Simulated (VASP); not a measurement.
Write the native input for VASP 6.6.1 that does the following.

- Task: single point
- Functional: PBEsol
- Potentials or basis: VASP PAW PBE potentials, release 64 (Ag, O)
- Cutoff: 520 eV
- k mesh: 14 × 14 × 14
- Occupations: gaussian, width 0.1 eV
- Spin: no spin polarisation
- Dipole correction: no
- Further INCAR settings: ALGO = Normal; EDIFF = 1e-06; NBANDS = 16

The structure of AgO lies in POSCAR:

```
AgO
1.0
    0.0000000000      2.4126983936      2.4126983936
    2.4126983936      0.0000000000      2.4126983936
    2.4126983936      2.4126983936      0.0000000000
Ag O
1 1
Direct
    0.0000000000      0.0000000000      0.0000000000
    0.7500000000      0.7500000000      0.7500000000
```

One way to write it, as run:

INCAR

```
PREC     = Accurate       # precision mode
ENCUT    = 520            # plane-wave cutoff, eV
EDIFF    = 1E-6           # SCF threshold, eV
ISMEAR   = 0              # smearing method
SIGMA    = 0.1            # smearing width, eV
LREAL    = F              # projectors in reciprocal space
LASPH    = T              # aspherical terms in the spheres
NELM     = 80             # most SCF steps
ALGO     = Normal         # electronic algorithm
ISIF     = 2              # what is computed and relaxed
LWAVE    = F              # write WAVECAR
LCHARG   = F              # write CHGCAR
GGA      = PS             # functional
NBANDS   = 16             # bands
```

KPOINTS

```
regular mesh
0
Gamma
  14 14 14
```

Potentials or basis: VASP PAW PBE potentials, release 64 (Ag, O).

Command:

```bash
$ cat potpaw_PBE.64/Ag/POTCAR potpaw_PBE.64/O/POTCAR > POTCAR
$ mpirun -np 1 vasp_std > vasp.out
```

Results of the run:

- Pressure: 9.8 GPa

Caveat: the PAW data sets were made with another functional, which shifts forces and pressure a little; an odd number of electrons without spin polarisation forces a metal; a magnetic or distorted state may lie lower.

It took 46 s on 1 thread of Intel(R) Xeon(R) Platinum 8124M CPU @ 3.00GHz (Skylake/Cascade Lake), with other jobs on the host, peak memory 0.19 GiB.
